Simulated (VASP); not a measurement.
# Ga (Ia-3) in VASP: further runs

Ga is run at these levels: PBE; tasks: single point.

Program: VASP 6.6.1. These are calculated values, not measurements. Logs are shortened: lines on timing, memory, paths and dates and some standing lists are left out, and cuts for length are marked.

### Step 1. The cell of the first run

Symmetry: Ia-3, No. 206, cubic system. The conventional cell has a = 7.105 Å, b = 7.105 Å, c = 7.105 Å, α = 90.00°, β = 90.00°, γ = 90.00°. Ga (site symmetry 3) has 5 Ga at 2.51 to 3.10 Å within 3.3 Å.

### Step 2. Single point, PBE

File INCAR:

```
PREC = Accurate
ENCUT = 520
EDIFF = 1E-7
ISMEAR = 0
SIGMA = 0.1
LREAL = F
LASPH = T
NELM = 60
ALGO = Fast
ISIF = 2
LWAVE = F
LCHARG = F
GGA = PE
NBANDS = 62
```

File KPOINTS:

```
Automatic mesh
0
Gamma
  8 8 8
```

File POSCAR:

```
Ga
1.0
   -3.5526236200      3.5526236200      3.5526236200
    3.5526236200     -3.5526236200      3.5526236200
    3.5526236200      3.5526236200     -3.5526236200
Ga
8
Direct
    0.2484183037      0.2484183037      0.2484183037
    0.5000000000      0.0000000000      0.2515816963
    0.2515816963      0.5000000000      0.0000000000
    0.0000000000      0.2515816963      0.5000000000
    0.7515816963      0.7515816963      0.7515816963
    0.5000000000      0.0000000000      0.7484183037
    0.7484183037      0.5000000000      0.0000000000
    0.0000000000      0.7484183037      0.5000000000
```

Potentials or basis: VASP PAW PBE potentials, release 64 (Ga_d).

Run with:

```bash
cat potpaw_PBE.64/Ga_d/POTCAR > POTCAR
mpirun -np 1 vasp_std > vasp.out
```

OUTCAR:

```text
PREC = Accurate
   ENCUT = 520
   EDIFF = 1E-7
   ISMEAR = 0
   LREAL = F
   LASPH = T
   NELM = 60
   ISIF = 2
   GGA = PE

 ion  position               nearest neighbor table
   1  0.248  0.248  0.248-   2 2.51   3 2.51   4 2.51
   2  0.500  0.000  0.252-   4 2.51   1 2.51   3 2.51
   3  0.252  0.500  0.000-   1 2.51   2 2.51   4 2.51
   4  0.000  0.252  0.500-   2 2.51   3 2.51   1 2.51
   5  0.752  0.752  0.752-   6 2.51   7 2.51   8 2.51
   6  0.500  0.000  0.748-   8 2.51   7 2.51   5 2.51
   7  0.748  0.500  0.000-   5 2.51   8 2.51   6 2.51
   8  0.000  0.748  0.500-   6 2.51   5 2.51   7 2.51

  LATTYP: Found a body centered cubic cell.
 ALAT       =     7.1052472400

  Lattice vectors:

 A1 = (  -3.5526236200,   3.5526236200,   3.5526236200)
 A2 = (   3.5526236200,  -3.5526236200,   3.5526236200)
 A3 = (   3.5526236200,   3.5526236200,  -3.5526236200)

Analysis of symmetry for initial positions (statically):
=====================================================================
 Subroutine PRICEL returns:
 Original cell was already a primitive cell.

 Routine SETGRP: Setting up the symmetry group for a
 body centered cubic supercell.

 Subroutine GETGRP returns: Found 24 space group operations
 (whereof  6 operations were pure point group operations)
 out of a pool of 48 trial point group operations.

The static configuration has the point symmetry S_6 .
 The point group associated with its full space group is T_h .

Analysis of symmetry for dynamics (positions and initial velocities):
=====================================================================
 Subroutine PRICEL returns:
 Original cell was already a primitive cell.

 Routine SETGRP: Setting up the symmetry group for a
 body centered cubic supercell.

 Subroutine GETGRP returns: Found 24 space group operations
 (whereof  6 operations were pure point group operations)
 out of a pool of 48 trial point group operations.

The dynamic configuration has the point symmetry S_6 .
 The point group associated with its full space group is T_h .

 Subroutine INISYM returns: Found 24 space group operations
 (whereof  6 operations are pure point group operations),
 and found     1 'primitive' translations

----------------------------------------------------------------------------------------

                                     Primitive cell

  volume of cell :     179.3526

  direct lattice vectors                    reciprocal lattice vectors
    -3.552623620  3.552623620  3.552623620     0.000000000  0.140741056  0.140741056
     3.552623620 -3.552623620  3.552623620     0.140741056  0.000000000  0.140741056
     3.552623620  3.552623620 -3.552623620     0.140741056  0.140741056  0.000000000

  length of vectors
     6.153324610  6.153324610  6.153324610     0.199037910  0.199037910  0.199037910

  position of ions in fractional coordinates (direct lattice)
     0.248418304  0.248418304  0.248418304
     0.500000000  0.000000000  0.251581696
     0.251581696  0.500000000  0.000000000
     0.000000000  0.251581696  0.500000000
     0.751581696  0.751581696  0.751581696
     0.500000000  0.000000000  0.748418304
     0.748418304  0.500000000  0.000000000
     0.000000000  0.748418304  0.500000000

  ion indices of the primitive-cell ions
   primitive index   ion index
                 1           1
                 2           2
                 3           3
                 4           4
                 5           5
                 6           6
                 7           7
                 8           8

----------------------------------------------------------------------------------------

 KPOINTS: Automatic mesh

Automatic generation of k-mesh.
 Grid dimensions read from file:
 generate k-points for:    8    8    8

 Generating k-lattice:

  Cartesian coordinates                     Fractional coordinates (reciprocal lattice)
     0.000000000  0.017592632  0.017592632     0.125000000  0.000000000  0.000000000
     0.017592632  0.000000000  0.017592632     0.000000000  0.125000000  0.000000000
     0.017592632  0.017592632  0.000000000     0.000000000  0.000000000  0.125000000

  Length of vectors
     0.024879739  0.024879739  0.024879739

  Shift w.r.t. Gamma in fractional coordinates (k-lattice)
     0.000000000  0.000000000  0.000000000

 Subroutine IBZKPT returns following result:
 ===========================================

 Found     35 irreducible k-points:

 Following reciprocal coordinates:
            Coordinates               Weight
  0.000000  0.000000  0.000000      1.000000
  0.125000  0.000000  0.000000     12.000000
  0.250000  0.000000  0.000000     12.000000
  0.375000  0.000000  0.000000     12.000000
  0.500000  0.000000  0.000000      6.000000
  0.125000  0.125000  0.000000     24.000000
[... 16 lines left out ...]
  0.500000  0.500000  0.125000     12.000000
 -0.375000  0.500000  0.125000     24.000000
 [... further k-points ...]
   k-points           NKPTS =     35   k-points in BZ     NKDIM =     35   number of bands    NBANDS=     62
   number of dos      NEDOS =    301   number of ions     NIONS =      8
   total plane-waves  NPLWV = 110592
   dimension x,y,z NGX =    48 NGY =   48 NGZ =   48
   dimension x,y,z NGXF=    96 NGYF=   96 NGZF=   96
   ions per type =               8
   NGX,Y,Z   is equivalent  to a cutoff of  12.97, 12.97, 12.97 a.u.
   NGXF,Y,Z  is equivalent  to a cutoff of  25.94, 25.94, 25.94 a.u.
 SYSTEM =  unknown system
   PREC   = accura    normal or accurate (medium, high low for compatibility)
   ISTART =      0    job   : 0-new  1-cont  2-samecut
   ICHARG =      2    charge: 1-file 2-atom 10-const
   ISPIN  =      1    spin polarized calculation?
   LNONCOLLINEAR =      F non collinear calculations
   LSORBIT =      F    spin-orbit coupling
   LASPH  =      T    aspherical Exc in radial PAW
   ENCUT  =  520.0 eV  38.22 Ry    6.18 a.u.  11.44 11.44 11.44*2*pi/ulx,y,z
   NELM   =     60;   NELMIN=  2; NELMDL= -5     # of ELM steps
   EDIFF  = 0.1E-06   stopping-criterion for ELM
   LREAL  =      F    real-space projection
   EDIFFG = 0.1E-05   stopping-criterion for IOM
   NSW    =      0    number of steps for IOM
   IBRION =     -1    ionic relax: 0-MD 1-quasi-New 2-CG
   NFREE  =      0    steps in history (QN), initial steepest desc. (CG)
   ISIF   =      2    stress and relaxation
   ISYM   =      2    0-nonsym 1-usesym 2-fastsym
   POTIM  = 0.5000    time-step for ionic-motion
   TEBEG  =    0.0;   TEEND  =   0.0 temperature during run
   PSTRESS=    0.0 pullay stress
   NELECT =     104.0000    total number of electrons
   NUPDOWN=      -1.0000    fix difference up-down
   EMIN   =  10.00;   EMAX   =-10.00  energy-range for DOS
   EFERMI =   0.00;   METHOD = LEGACY
   ISMEAR =     0;   SIGMA  =   0.10  broadening in eV -4-tet -1-fermi 0-gaus
   EFERMI_NEDOS =   21; number of points for ismear=-14 and -15
   IALGO  =     68    algorithm
   IMIX   =      4    mixing-type and parameters
     AMIX     =   0.40;   BMIX     =  1.00
     AMIX_MAG =   1.60;   BMIX_MAG =  1.00
  volume/ion in A,a.u.               =      22.42       151.29
  Fermi-wavevector in a.u.,A,eV,Ry     =   1.365160  2.579777 25.356642  1.863661
  Thomas-Fermi vector in A             =   2.491412
   LORBIT       =      0    0 simple, 1 ext, 2 COOP (PROOUT), +10 PAW based schemes
   GGA     = PE    functional components
   LHFCALC =     F    Hartree Fock is set to
   AEXX    =    0.0000 exact exchange contribution
   IVDW    =     0    specifies the selected vdW correction
   LEPSILON=     F    determine dielectric tensor
   LRPA    =     F    only Hartree local field effects (RPA)
 non-spin polarized calculation
 RMM-DIIS sequential band-by-band and
 Gauss-broadening in eV      SIGMA  =   0.10
  energy-cutoff  :      520.00
  volume of cell :      179.35
 maximum number of plane-waves:      4897
 NGX is ok and might be reduce to    48
   NGX = 23   NGY = 23   NGZ = 23

 number of electron     103.9999923 magnetization

 Free energy of the ion-electron system (eV)
  ---------------------------------------------------
  ext. energy  EPLUGINS =         0.00000000
  ---------------------------------------------------
  free energy    TOTEN  =       -21.63474789 eV

  energy without entropy =      -21.61641880  energy(sigma->0) =      -21.62558335

 E-fermi :   3.7874     XC(G=0): -10.0326

 val. band max:        3.7847786083   @ k =   0.3750   0.0000  -0.2500
 cond. band min:       3.7961018591   @ k =   0.2500   0.0000   0.0000
 fundamental gap:      0.0113232508
 Fermi energy:         3.7874309010

 k-point     1 :       0.0000    0.0000    0.0000
  band No.  band energies     occupation
      1     -11.2202      2.00000
      2     -11.2202      2.00000
      3     -11.2016      2.00000
      4     -11.2016      2.00000
      5     -11.1818      2.00000
      6     -11.1818      2.00000
[... 54 lines left out ...]
     61      10.3858      0.00000
     62      10.5901      0.00000

 k-point     2 :       0.1250    0.0000    0.0000
  band No.  band energies     occupation
      1     -11.2198      2.00000
      2     -11.2166      2.00000
      3     -11.2029      2.00000
      4     -11.1998      2.00000
      5     -11.1824      2.00000
      6     -11.1792      2.00000
[... 54 lines left out ...]
     61       9.5990      0.00000
     62       9.6267      0.00000

 k-point     3 :       0.2500    0.0000    0.0000
  band No.  band energies     occupation
      1     -11.2188      2.00000
      2     -11.2060      2.00000
      3     -11.2049      2.00000
      4     -11.1940      2.00000
      5     -11.1841      2.00000
      6     -11.1736      2.00000
[... 1354 lines left out ...]
     61       8.1179      0.00000
     62       8.1224      0.00000

 k-point    24 :      -0.3750    0.5000    0.1250
  band No.  band energies     occupation
      1     -11.2082      2.00000
      2     -11.2021      2.00000
      3     -11.1897      2.00000
      4     -11.1781      2.00000
      5     -11.1732      2.00000
      6     -11.1657      2.00000
[... 54 lines left out ...]
     61       8.2401      0.00000
     62       8.4787      0.00000

 [... further k-points ...]

------------------------ aborting loop because EDIFF is reached ----------------------------------------

  FORCE on cell =-STRESS in cart. coord.  units (eV):
  Direction    XX          YY          ZZ          XY          YZ          ZX
  --------------------------------------------------------------------------------------
  -------------------------------------------------------------------------------------
  Total        0.1603577      0.1603577      0.1603577      0.0000000      0.0000000      0.0000000
  in kB        1.4324938      1.4324938      1.4324938      0.0000000      0.0000000      0.0000000
  external PRESSURE =       1.4324938 kB  Pullay stress =       0.0000000 kB

 VOLUME and BASIS-vectors are now :
 -----------------------------------------------------------------------------
  energy-cutoff  :      520.00
  volume of cell :      179.35
      direct lattice vectors                 reciprocal lattice vectors
    -3.552623620  3.552623620  3.552623620     0.000000000  0.140741056  0.140741056
     3.552623620 -3.552623620  3.552623620     0.140741056  0.000000000  0.140741056
     3.552623620  3.552623620 -3.552623620     0.140741056  0.140741056  0.000000000

 POSITION                                       TOTAL-FORCE (eV/Angst)
 -----------------------------------------------------------------------------------
      0.88254      0.88254      0.88254         0.001745      0.001745      0.001745
     -0.88254      2.67009      0.88254        -0.001745     -0.001745      0.001745
      0.88254     -0.88254      2.67009         0.001745     -0.001745     -0.001745
      2.67009      0.88254     -0.88254        -0.001745      0.001745     -0.001745
      2.67009      2.67009      2.67009        -0.001745     -0.001745     -0.001745
      0.88254      4.43516     -0.88254         0.001745      0.001745     -0.001745
     -0.88254      0.88254      4.43516        -0.001745      0.001745      0.001745
      4.43516     -0.88254      0.88254         0.001745     -0.001745      0.001745
 -----------------------------------------------------------------------------------
    total drift:                               -0.000000     -0.000000     -0.000000

  FREE ENERGIE OF THE ION-ELECTRON SYSTEM (eV)
  ---------------------------------------------------
  free  energy   TOTEN  =       -21.6347478921 eV

  energy  without entropy=      -21.6164187996  energy(sigma->0) =      -21.62558335
```

Run time: 10 min. Hardware: 1 thread of Oxide Virtual Turin-like, shared host; peak memory 0.44 GiB.

Results:

| Item | Value |
| --- | --- |
| Free energy | -21.6347 eV |
| Pressure | 0.1 GPa |
| Largest force | 0.003 eV/Å |
| Band gap on the k mesh | zero (bands 52 and 53 overlap by 2.34 eV) |

Forces on the atoms (eV/Å):
```
Ga   0.002  0.002  0.002
Ga  -0.002 -0.002  0.002
Ga   0.002 -0.002 -0.002
Ga  -0.002  0.002 -0.002
Ga  -0.002 -0.002 -0.002
Ga   0.002  0.002 -0.002
Ga  -0.002  0.002  0.002
Ga   0.002 -0.002  0.002
```

Levels at points of the mesh, in eV from the Fermi level:
```tsv
k point	band 50	band 51	band 52	band 53	band 54	band 55
(0.00, 0.00, 0.00)	-2.35	-1.94	-1.94	-1.94	0.82	0.82
(0.50, 0.00, 0.00)	-1.84	-0.10	-0.10	0.81	0.81	1.40
(0.50, 0.50, 0.50)	-0.68	-0.67	-0.67	-0.67	-0.54	4.03
```

### Step 3. Single point, PBE

File INCAR:

```
SYSTEM = Ga
PREC     = Accurate       ! precision mode
ENCUT    = 520            ! plane-wave cutoff, eV
EDIFF    = 1E-7           ! SCF threshold, eV
ISMEAR   = 0              ! smearing method
SIGMA    = 0.1            ! smearing width, eV
LREAL    = .False.        ! projectors in reciprocal space
LASPH    = .True.         ! aspherical terms in the spheres
NELM     = 60             ! most SCF steps
ALGO     = Fast           ! electronic algorithm
ISIF     = 2              ! what is computed and relaxed
LWAVE    = .False.        ! write WAVECAR
LCHARG   = .False.        ! write CHGCAR
GGA      = PE             ! functional
NBANDS   = 62             ! bands
```

File KPOINTS:

```
regular mesh
0
Gamma
  8 8 8
  0 0 0
```

POSCAR is that of step 2.

Potentials or basis: VASP PAW PBE potentials, release 64 (Ga_d).

Run with:

```bash
cat potpaw_PBE.64/Ga_d/POTCAR > POTCAR
mpirun -np 1 vasp_std > vasp.out
```

Run time: 11 min. Hardware: 1 thread of Oxide Virtual Turin-like, shared host; peak memory 0.44 GiB.

Results (log left out):

```
Free energy            : -21.6347 eV
Pressure               : 0.1 GPa
Largest force          : 0.003 eV/Å
Band gap on the k mesh : zero (bands 52 and 53 overlap by 2.34 eV)
```

Forces on the atoms (eV/Å):
```
Ga   0.002  0.002  0.002
Ga  -0.002 -0.002  0.002
Ga   0.002 -0.002 -0.002
Ga  -0.002  0.002 -0.002
Ga  -0.002 -0.002 -0.002
Ga   0.002  0.002 -0.002
Ga  -0.002  0.002  0.002
Ga   0.002 -0.002  0.002
```

Levels at points of the mesh, in eV from the Fermi level:
| k point | band 50 | band 51 | band 52 | band 53 | band 54 | band 55 |
| --- | --- | --- | --- | --- | --- | --- |
| (0.00, 0.00, 0.00) | -2.35 | -1.94 | -1.94 | -1.94 | 0.82 | 0.82 |
| (0.50, 0.00, 0.00) | -1.84 | -0.10 | -0.10 | 0.81 | 0.81 | 1.40 |
| (0.50, 0.50, 0.50) | -0.68 | -0.67 | -0.67 | -0.67 | -0.54 | 4.03 |
